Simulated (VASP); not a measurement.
Set up this calculation in VASP 6.6.1, as the native input.

```yaml
Task: single point
Functional: PBE
Dispersion: D3(BJ)
Potentials_or_basis: VASP PAW PBE potentials, release 64 (In_d, Sb)
Cutoff: 520 eV
k_mesh: 2 × 3 × 1
Occupations: gaussian, width 0.1 eV
Spin: no spin polarisation
Dipole_correction: yes
Further_INCAR_settings: ALGO = Normal; EDIFF = 1e-06; NBANDS = 66
```

The structure of InSb lies in POSCAR:

```
InSb
1.0
    9.2586444710      0.0000000000      0.0000000000
    0.0000000000      6.5468502901      0.0000000000
    0.0000000000      0.0000000000     23.0225222355
In Sb
6 6
Direct
    0.2500000000      0.5000000000      0.3474858192
    0.7500000000      0.5000000000      0.3474858192
    0.4993884090      0.0707939462      0.4602142571
   -0.0006228017      0.0711762374      0.4603116001
    0.7492160958      0.5231593881      0.5287079384
    0.2492352004      0.5232266736      0.5287115177
    0.5000000000      0.2500000000      0.3474858192
    0.0000000000      0.2500000000      0.3474858192
    0.7495296885      0.8170872200      0.4362687093
    0.2493423128      0.8171036011      0.4362568428
   -0.0007525195      0.2982270956      0.5659530049
    0.4992232063      0.2980246812      0.5658338733
```

The input as run:

INCAR

```
PREC = Accurate
ENCUT = 520
EDIFF = 1E-6
ISMEAR = 0
SIGMA = 0.1
LREAL = False
LASPH = True
NELM = 100
ALGO = Normal
ISIF = 2
LWAVE = False
LCHARG = True
LDIPOL = True
IDIPOL = 3
DIPOL = 0.5 0.5 0.448
GGA = PE
IVDW = 12
LELF = True
LVHAR = True
LVACPOTAV = True
NBANDS = 66
```

KPOINTS

```
Automatic mesh
0
Gamma
  2 3 1
```

Potentials or basis: VASP PAW PBE potentials, release 64 (In_d, Sb).

Run with:

```sh
$ cat potpaw_PBE.64/In_d/POTCAR potpaw_PBE.64/Sb/POTCAR > POTCAR
$ mpirun -np 1 vasp_std > vasp.out
```

Results of the run:

* Largest force: 0.787 eV/Å
* Band gap on the k mesh: 0.11 eV
* Dispersion energy per atom: -0.203 eV

Caveat: spin-orbit coupling is left out, which moves the levels of the heavy elements.

Wall time 22 min on 1 thread of Intel(R) Xeon(R) Platinum 8488C (Sapphire Rapids), on a shared host, peak memory 1.2 GiB.
